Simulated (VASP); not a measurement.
Crystal: Ir.

```
Ir
1.0
     2.59241    0.00000    0.00000
    -1.29620    2.24509    0.00000
     0.00000    0.00000    4.20329
Ir
2
Direct
  0.66667 0.33333 0.75000
  0.33333 0.66667 0.25000
```

This isn't the form of Ir at room conditions, which is fcc.

Program: VASP 6.6.1. Alike in all runs: task single point; level LDA; potentials or basis VASP PAW LDA potentials, release 64 (Ir); spin collinear; cell as given; k mesh 21 × 21 × 12; cutoff (eV) 520; smearing gaussian 0.15 eV.

Order these runs on this cell by their pressure, lowest first.
A. fixed moment (μB) 1.0
B. fixed moment (μB) 1.4
C. fixed moment (μB) 0.4

C (75.8 GPa), A (78.5 GPa), B (81.2 GPa).

Caveats: the cell stands under pressure; the total moment is fixed, so each spin has its own Fermi level and the state may be an excited one.
